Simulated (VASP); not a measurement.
Set up this calculation in VASP 6.6.1, as the native input.

| Item | Value |
| --- | --- |
| Task | relaxation of cell and atoms |
| Functional | LDA |
| Potentials or basis | VASP PAW LDA potentials, release 64 (Y_sv) |
| Cutoff | 600 eV |
| k mesh | 11 × 11 × 11 |
| Occupations | fermi-dirac, width 0.1 eV |
| Spin | no spin polarisation |
| Dipole correction | no |
| Further INCAR settings | ALGO = Normal; EDIFF = 1e-07; IBRION = 2; EDIFFG = -0.01; NSW = 80; ISIF = 3 |

The structure of Y lies in POSCAR:

```
Y
1.0
   -2.0208580385      2.0208580385      2.0208580385
    2.0208580385     -2.0208580385      2.0208580385
    2.0208580385      2.0208580385     -2.0208580385
Y
1
Direct
    0.0000000000      0.0000000000      0.0000000000
```

This isn't the form of Y at room conditions, which is hcp.

One way to write it, as run:

INCAR

```
SYSTEM = Y
ALGO     = Normal         ! electronic algorithm
EDIFF    = 1E-7           ! SCF threshold, eV
EDIFFG   = -0.01          ! ionic threshold
ENCUT    = 600            ! plane-wave cutoff, eV
IBRION   = 2              ! ionic algorithm
ISIF     = 3              ! what is computed and relaxed
ISMEAR   = -1             ! smearing method
LASPH    = .True.         ! aspherical terms in the spheres
LCHARG   = .False.        ! write CHGCAR
LREAL    = .False.        ! projectors in reciprocal space
LWAVE    = .False.        ! write WAVECAR
NELM     = 60             ! most SCF steps
NSW      = 80             ! ionic steps
PREC     = Accurate       ! precision mode
SIGMA    = 0.1            ! smearing width, eV
```

KPOINTS

```
k-points
0
Gamma
  11 11 11
  0 0 0
```

Potentials or basis: VASP PAW LDA potentials, release 64 (Y_sv).

Run with:

```sh
$ cat potpaw_LDA.64/Y_sv/POTCAR > POTCAR
$ mpirun -np 1 vasp_std > vasp.out
```

Results of the run:

| Item | Value |
| --- | --- |
| Relaxed volume | 29.89 Å³/atom |
| Relaxed cell | a = 3.386 Å, b = 3.386 Å, c = 3.386 Å, α = 109.47°, β = 109.47°, γ = 109.47° |
| Space group after relaxing (to 0.1 Å) | Im-3m (No. 229) |
| Energy gained by relaxing | 37.8 meV/atom |
| Ionic steps | 3 |
| Pressure after relaxing | 0.0 GPa |
| Band gap on the k mesh | zero (an odd number of electrons rules out a gap without spin polarisation) |

It took 38 s on 1 thread of Intel(R) Xeon(R) Platinum 8259CL CPU @ 2.50GHz (Skylake/Cascade Lake), with other jobs on the host, peak memory 0.18 GiB.
